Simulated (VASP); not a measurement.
# BaTiO3 (R3m) in VASP: further runs, part 2 of 2

VASP 6.6.1. Earlier steps stand in the parts before.

### Step 3. Single point, PBE (volume scaled by 0.98, then relaxed in part)

INCAR

```
SYSTEM = BaTiO3
PREC = Accurate
ENCUT = 520
EDIFF = 1E-6
ISMEAR = -1
SIGMA = 0.02
LREAL = .False.
LASPH = .True.
NELM = 80
ALGO = Normal
ISIF = 2
LWAVE = .False.
LCHARG = .False.
GGA = PE
NBANDS = 28
```

KPOINTS

```
regular mesh
0
Gamma
  8 8 8
  0 0 0
```

POSCAR

```
BaTiO3
1.0
    2.8086889172      1.6215973024      2.3021762956
   -2.8086889172      1.6215973024      2.3021762956
    0.0000000000     -3.2431946048      2.3021762956
Ba Ti O
1 1 3
Direct
   -0.0006395358     -0.0006395358     -0.0006395358
    0.4893387219      0.4893387219      0.4893387219
    0.5093383557      0.5093383557      0.0139241026
    0.0139241026      0.5093383557      0.5093383557
    0.5093383557      0.0139241026      0.5093383557
```

Potentials or basis: VASP PAW PBE potentials, release 64 (Ba_sv, Ti_sv, O).

The run is started by

```sh
> cat potpaw_PBE.64/Ba_sv/POTCAR potpaw_PBE.64/Ti_sv/POTCAR potpaw_PBE.64/O/POTCAR > POTCAR
> mpirun -np 1 vasp_std > vasp.out
```

OUTCAR:

```text
SYSTEM = BaTiO3
   PREC = Accurate
   ENCUT = 520
   EDIFF = 1E-6
   ISMEAR = -1
   LREAL = .False.
   LASPH = .True.
   NELM = 80
   ISIF = 2
   GGA = PE

 ion  position               nearest neighbor table
   1  0.999  0.999  0.999-   3 2.76   4 2.76   5 2.76   4 2.81   5 2.81   5 2.81   4 2.81   3 2.81
                             3 2.81   3 2.87   4 2.87   5 2.87   2 3.38   2 3.42   2 3.42   2 3.42
   2  0.489  0.489  0.489-   3 1.89   4 1.89   5 1.89   3 2.09   4 2.09   5 2.09   1 3.38   1 3.42
                             1 3.42   1 3.42   1 3.47   1 3.47   1 3.47   1 3.52
   3  0.509  0.509  0.014-   2 1.89   2 2.09   1 2.76   1 2.81   1 2.81   1 2.87
   4  0.014  0.509  0.509-   2 1.89   2 2.09   1 2.76   1 2.81   1 2.81   1 2.87
   5  0.509  0.014  0.509-   2 1.89   2 2.09   1 2.76   1 2.81   1 2.81   1 2.87

  LATTYP: Found a trigonal (rhomboedric) cell.
 ALAT       =     3.9772260359
 COS(alpha) =     0.0025830844

  Lattice vectors:

 A1 = (   2.8086889172,   1.6215973024,   2.3021762956)
 A2 = (  -2.8086889172,   1.6215973024,   2.3021762956)
 A3 = (   0.0000000000,  -3.2431946048,   2.3021762956)

Analysis of symmetry for initial positions (statically):
[... 174 lines left out ...]
  ---------------------------------------------------
  free energy    TOTEN  =       -39.93305609 eV

  energy without entropy =      -39.93305609  energy(sigma->0) =      -39.93305609

 E-fermi :   4.4116     XC(G=0): -11.3506

 val. band max:        3.9449149369   @ k =   0.5000   0.5000   0.5000
 cond. band min:       6.1319058844   @ k =   0.0000   0.0000   0.0000
 fundamental gap:      2.1869909475
 Fermi energy:         4.4115601472

 k-point     1 :       0.0000    0.0000    0.0000
  band No.  band energies     occupation
      1     -52.4010      2.00000
      2     -28.6503      2.00000
      3     -28.6503      2.00000
      4     -28.6471      2.00000
      5     -20.8130      2.00000
      6     -12.9513      2.00000
[... 733 lines left out ...]
     27      11.6114      0.00000
     28      12.7420      0.00000

 [... further k-points ...]
[... 5 lines left out ...]
  --------------------------------------------------------------------------------------
  -------------------------------------------------------------------------------------
  Total        3.6672626      3.6672626      3.5174645      0.0000000      0.0000000      0.0000000
  in kB       93.3933824     93.3933824     89.5785072      0.0000000      0.0000000      0.0000000
  external PRESSURE =      92.1217574 kB  Pullay stress =       0.0000000 kB

 VOLUME and BASIS-vectors are now :
 -----------------------------------------------------------------------------
  energy-cutoff  :      520.00
  volume of cell :       62.91
      direct lattice vectors                 reciprocal lattice vectors
     2.808688917  1.621597302  2.302176296     0.178019003  0.102779319  0.144790533
    -2.808688917  1.621597302  2.302176296    -0.178019003  0.102779319  0.144790533
     0.000000000 -3.243194605  2.302176296     0.000000000 -0.205558638  0.144790533

 POSITION                                       TOTAL-FORCE (eV/Angst)
 -----------------------------------------------------------------------------------
      0.00000      0.00000      6.90211         0.000000      0.000000      0.031791
      0.00000      0.00000      3.37963         0.000000      0.000000      0.053866
      0.00000      1.60672      2.37723         0.000000      0.016752     -0.028552
     -1.39146     -0.80336      2.37723        -0.014508     -0.008376     -0.028552
      1.39146     -0.80336      2.37723         0.014508     -0.008376     -0.028552
 -----------------------------------------------------------------------------------
    total drift:                               -0.000000      0.000001     -0.001215

  FREE ENERGIE OF THE ION-ELECTRON SYSTEM (eV)
  ---------------------------------------------------
  free  energy   TOTEN  =       -39.9330560937 eV

  energy  without entropy=      -39.9330560937  energy(sigma->0) =      -39.93305609
```

Wall time 56 s (1 thread of Intel Xeon 6975P-C (Granite Rapids), shared host); peak memory 0.24 GiB.

What came out:

| Item | Value |
| --- | --- |
| Free energy | -39.9331 eV |
| Pressure | 9.2 GPa |
| Largest force | 0.054 eV/Å |
| Band gap on the k mesh | 2.19 eV, indirect (least direct gap 2.48 eV) |

Forces on the atoms (eV/Å):
```
Ba   0.000  0.000  0.032
Ti   0.000  0.000  0.054
O    0.000  0.017 -0.029
O   -0.015 -0.008 -0.029
O    0.015 -0.008 -0.029
```

Stress tensor (GPa, compression positive):
```
9.34 0.00 0.00
0.00 9.34 0.00
0.00 0.00 8.96
```

Caveat: the cell differs from its parent crystal (volume scaled by 0.98, then relaxed in part); spin-orbit coupling is left out, which moves the levels of the heavy elements.

### Step 4. Single point, PBE (z stretched by -2 %, then relaxed in part)

INCAR

```
SYSTEM = BaTiO3
  ALGO = Normal
  EDIFF = 1E-6
  ENCUT = 520
  GGA = PE
  ISIF = 2
  ISMEAR = -1
  LASPH = .True.
  LCHARG = .True.
  LELF = .True.
  LREAL = .False.
  LVHAR = .True.
  LWAVE = .False.
  NBANDS = 28
  NELM = 100
  PREC = Accurate
  SIGMA = 0.02
```

KPOINTS

```
k-points
0
Gamma
  8 8 8
  0 0 0
```

POSCAR

```
BaTiO3
1.0
    2.8276671207      1.6325543733      2.2713773724
   -2.8276671207      1.6325543733      2.2713773724
    0.0000000000     -3.2651087466      2.2713773724
Ba Ti O
1 1 3
Direct
   -0.0002986800     -0.0002986800     -0.0002986800
    0.4900895207      0.4900895207      0.4900895207
    0.5087503897      0.5087503897      0.0140083799
    0.0140083799      0.5087503897      0.5087503897
    0.5087503897      0.0140083799      0.5087503897
```

The run is started by

```sh
> cat potpaw_PBE.64/Ba_sv/POTCAR potpaw_PBE.64/Ti_sv/POTCAR potpaw_PBE.64/O/POTCAR > POTCAR
> mpirun -np 1 vasp_std > vasp.out
```

Run time: 56 s. Hardware: 1 thread of Intel Xeon 6975P-C (Granite Rapids), shared host; peak memory 0.24 GiB.

Results (log left out):

| Property | Result |
| --- | --- |
| Free energy | -39.9223 eV |
| Pressure | 9.1 GPa |
| Largest force | 0.054 eV/Å |
| Band gap on the k mesh | 2.15 eV, indirect (least direct gap 2.48 eV) |

Forces in eV/Å, atoms in the order of the input:
```
Ba   0.000  0.000  0.030
Ti   0.000  0.000  0.054
O    0.000  0.018 -0.028
O   -0.015 -0.009 -0.028
O    0.015 -0.009 -0.028
```

Stress tensor (GPa, compression positive):
```
 7.54  0.00  0.00
 0.00  7.54  0.00
 0.00  0.00 12.16
```

Levels at points of the mesh, in eV from the valence-band top:
| k point | band 16 | band 17 | band 18 | band 19 | band 20 | band 21 | band 22 | band 23 | band 24 | band 25 |
| --- | --- | --- | --- | --- | --- | --- | --- | --- | --- | --- |
| (0.00, 0.00, 0.00) | -1.24 | -1.17 | -0.33 | -0.33 | -0.33 | 2.15 | 2.15 | 2.19 | 4.34 | 4.34 |
| (0.50, 0.00, 0.00) | -2.09 | -1.83 | -1.71 | -0.85 | -0.84 | 2.31 | 3.71 | 3.79 | 4.32 | 6.21 |
| (0.50, 0.50, 0.00) | -2.77 | -1.67 | -0.89 | -0.87 | -0.11 | 3.75 | 3.78 | 4.15 | 5.06 | 7.92 |
| (0.50, 0.50, 0.50) | -2.44 | -2.30 | -0.04 | -0.04 | 0.00 | 4.31 | 4.44 | 4.44 | 6.75 | 6.77 |

Caveat: the cell differs from its parent crystal (z stretched by -2 %, then relaxed in part); spin-orbit coupling is left out, which moves the levels of the heavy elements.

### Step 5. Single point, PBE (z stretched by -1 %, then relaxed in part)

INCAR

```
SYSTEM = BaTiO3
ALGO = Normal ; EDIFF = 1E-6
ENCUT = 520 ; GGA = PE
ISIF = 2 ; ISMEAR = -1
LASPH = .TRUE. ; LCHARG = .FALSE.
LREAL = .FALSE. ; LWAVE = .FALSE.
NBANDS = 28 ; NELM = 80
PREC = Accurate ; SIGMA = 0.02
```

KPOINTS

```
k-points
0
G
  8 8 8
  0 0 0
```

POSCAR

```
BaTiO3
1.0
    2.8276671207      1.6325543733      2.2945546926
   -2.8276671207      1.6325543733      2.2945546926
    0.0000000000     -3.2651087466      2.2945546926
Ba Ti O
1 1 3
Direct
   -0.0011523806     -0.0011523806     -0.0011523806
    0.4879955815      0.4879955815      0.4879955815
    0.5095368741      0.5095368741      0.0153830508
    0.0153830508      0.5095368741      0.5095368741
    0.5095368741      0.0153830508      0.5095368741
```

The run is started by

```sh
> cat potpaw_PBE.64/Ba_sv/POTCAR potpaw_PBE.64/Ti_sv/POTCAR potpaw_PBE.64/O/POTCAR > POTCAR
> mpirun -np 1 vasp_std > vasp.out
```

It took 63 s on 1 thread of Intel Xeon 6975P-C (Granite Rapids), shared host; peak memory 0.24 GiB.

It converged, with:

| Item | Value |
| --- | --- |
| Free energy | -39.9639 eV |
| Pressure | 7.7 GPa |
| Largest force | 0.067 eV/Å |
| Band gap on the k mesh | 2.24 eV, indirect (least direct gap 2.59 eV) |

Forces in eV/Å, atoms in the order of the input:
```
Ba   0.000  0.000  0.034
Ti   0.000  0.000  0.067
O    0.000  0.015 -0.034
O   -0.013 -0.007 -0.034
O    0.013 -0.007 -0.034
```

Stress tensor (GPa, compression positive):
```
6.92 0.00 0.00
0.00 6.92 0.00
0.00 0.00 9.13
```

Levels at points of the mesh, in eV from the valence-band top:
| k point | band 18 | band 19 | band 20 | band 21 | band 22 | band 23 |
| --- | --- | --- | --- | --- | --- | --- |
| (0.00, 0.00, 0.00) | -0.42 | -0.36 | -0.36 | 2.24 | 2.24 | 2.33 |
| (0.50, 0.00, 0.00) | -1.67 | -0.89 | -0.84 | 2.41 | 3.72 | 3.81 |
| (0.50, 0.50, 0.00) | -0.88 | -0.87 | -0.10 | 3.78 | 3.79 | 4.15 |
| (0.50, 0.50, 0.50) | -0.03 | -0.03 | 0.00 | 4.30 | 4.43 | 4.43 |

Caveat: the cell differs from its parent crystal (z stretched by -1 %, then relaxed in part); spin-orbit coupling is left out, which moves the levels of the heavy elements.

### Step 6. Single point, PBE

This run uses another cell than the first one, of 12.84 Å³/atom, 1.031 times its volume.

INCAR

```
PREC = Accurate
ENCUT = 520
EDIFF = 1E-7
ISMEAR = -1
SIGMA = 0.02
LREAL = False
LASPH = True
NELM = 100
ALGO = Normal
ISIF = 2
LWAVE = False
LCHARG = False
GGA = PE
NBANDS = 28
```

KPOINTS

```
Automatic mesh
0
Gamma
  8 8 8
```

POSCAR

```
BaTiO3
1.0
    2.8276671207      1.6325543733      2.3177320127
   -2.8276671207      1.6325543733      2.3177320127
    0.0000000000     -3.2651087466      2.3177320127
Ba Ti O
1 1 3
Direct
   -0.0019543295     -0.0019543295     -0.0019543295
    0.4863644942      0.4863644942      0.4863644942
    0.5100996181      0.5100996181      0.0166905991
    0.0166905991      0.5100996181      0.5100996181
    0.5100996181      0.0166905991      0.5100996181
```

Potentials or basis: VASP PAW PBE potentials, release 64 (Ba_sv, Ti_sv, O).

The run is started by

```sh
> cat potpaw_PBE.64/Ba_sv/POTCAR potpaw_PBE.64/Ti_sv/POTCAR potpaw_PBE.64/O/POTCAR > POTCAR
> mpirun -np 1 vasp_std > vasp.out
```

Run time: 61 s. Hardware: 1 thread of Intel Xeon 6975P-C (Granite Rapids), shared host; peak memory 0.24 GiB.

The run converged. Its results:

```yaml
Free_energy: -39.9939 eV
Pressure: 6.3 GPa
Largest_force: 0.057 eV/Å
Band_gap_on_the_k_mesh: 2.31 eV, indirect (least direct gap 2.69 eV)
```

Forces in eV/Å, atoms in the order of the input:
```
Ba   0.000  0.000  0.036
Ti   0.000  0.000  0.057
O    0.000  0.022 -0.031
O   -0.019 -0.011 -0.031
O    0.019 -0.011 -0.031
```

Levels at points of the mesh, in eV from the valence-band top:
```
           k point  band 17  band 18  band 19  band 20  band 21  band 22  band 23  band 24
(0.00, 0.00, 0.00)    -1.07    -0.50    -0.38    -0.38     2.31     2.31     2.45     4.41
(0.50, 0.00, 0.00)    -1.73    -1.64    -0.94    -0.82     2.48     3.73     3.83     4.38
(0.50, 0.50, 0.00)    -1.62    -0.89    -0.85    -0.09     3.80     3.81     4.15     5.01
(0.50, 0.50, 0.50)    -2.34    -0.02    -0.02     0.00     4.29     4.43     4.43     6.62
```

Caveat: spin-orbit coupling is left out, which moves the levels of the heavy elements.

### Step 7. The runs side by side

```csv
cell,gap on the mesh (eV),pressure (GPa),largest force (eV/Å)
"a = 3.964 Å, angles 91.0°, 5 atoms",2.06,10.7,0.04
"a = 3.977 Å, angles 89.9°, 5 atoms",2.19,9.2,0.05
"a = 3.977 Å, angles 90.6°, 5 atoms",2.15,9.1,0.05
"a = 3.991 Å, angles 90.2°, 5 atoms",2.24,7.7,0.07
"a = 4.004 Å, angles 89.9°, 5 atoms",2.31,6.3,0.06
```

Alike in all rows: task single point; level PBE; potentials or basis VASP PAW PBE potentials, release 64 (Ba_sv, Ti_sv, O); no spin polarisation; k mesh 8 × 8 × 8; cutoff (eV) 520; smearing fermi-dirac 0.02 eV.

Caveats: spin-orbit coupling is left out, which moves the levels of the heavy elements.

Total energies depend on the potentials used, so only differences within one code and one set of settings carry meaning.
